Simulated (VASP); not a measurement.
**Au: single point with PBEsol**

Crystal: Au.

```
Au
1.0
    -1.62344    1.62344    1.62344
     1.62344   -1.62344    1.62344
     1.62344    1.62344   -1.62344
Au
1
Direct
  0.00000 0.00000 0.00000
```

This cell differs from its parent crystal: volume scaled by 0.94.

| Quantity | Value |
| --- | --- |
| Program | VASP 6.6.1 |
| Task | single point |
| Functional | PBEsol |
| Potentials or basis | VASP PAW PBE potentials, release 64 (Au) |
| Cutoff | 520 eV |
| k mesh | 11 × 11 × 11 |
| Occupations | fermi-dirac, width 0.05 eV |
| Spin | no spin polarisation |
| Dipole correction | no |
| Further INCAR settings | ALGO = Fast; EDIFF = 1e-06; NBANDS = 12 |

```yaml
Pressure: -0.5 GPa
```

Levels at points of the mesh, in eV from the Fermi level:
```
           k point  band 4  band 5  band 6  band 7  band 8  band 9
(0.00, 0.00, 0.00)   -4.68   -2.74   -2.74   16.65   16.65   16.65
```

Run time: 6.5 s on 1 thread of Intel(R) Xeon(R) Platinum 8375C CPU @ 2.90GHz (Ice Lake), with other jobs on the host, peak memory 0.14 GiB.

Caveat: the PAW data sets were made with another functional, which shifts forces and pressure a little; spin-orbit coupling is left out, which moves the levels of the heavy elements.
